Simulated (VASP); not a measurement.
A run of VASP 6.6.1 is set up as follows.

Contents of INCAR:

```
SYSTEM = Mg3ZrN2
PREC = Accurate ; ENCUT = 600
EDIFF = 1E-6 ; ISMEAR = 0
SIGMA = 0.2 ; LREAL = .False.
LASPH = .True. ; NELM = 120
ALGO = Normal ; ISIF = 2
LWAVE = .False. ; LCHARG = .False.
GGA = PE ; NBANDS = 23
GGA_COMPAT = .False.
```

The input KPOINTS:

```
regular mesh
0
Gamma
  4 4 4
  0 0 0
```

File POSCAR:

```
Mg3ZrN2
1.0
    5.5805278079      0.0000000000      0.0000000000
   -2.7902639040      4.8328788482      0.0000000000
    0.0000000000      0.0000000000      5.2720763007
Mg Zr N
3 1 2
Direct
    0.5000000000      0.0000000000      0.5000000000
    0.0000000000      0.5000000000      0.5000000000
    0.5000000000      0.5000000000      0.5000000000
    0.0000000000      0.0000000000      0.0000000000
    0.0000000000      0.0000000000      0.3773457098
    0.0000000000      0.0000000000      0.6226542902
```

Potentials or basis: VASP PAW PBE potentials, release 64 (Mg, Zr_sv, N).

Run with:

```sh
$ cat potpaw_PBE.64/Mg/POTCAR potpaw_PBE.64/Zr_sv/POTCAR potpaw_PBE.64/N/POTCAR > POTCAR
$ mpirun -np 1 vasp_std > vasp.out
```

Task: Predict the pressure.

Result: 0.2 GPa.

Task: Estimate the largest force.

Result: 0.078 eV/Å.

Task: Estimate the band gap on the k mesh.

Result: Zero (band 14 reaches 2.72 eV, above the bottom of band 15 at 2.38 eV).

Stress tensor (GPa, compression positive):
```
0.21 0.00 0.00
0.00 0.21 0.00
0.00 0.00 0.13
```
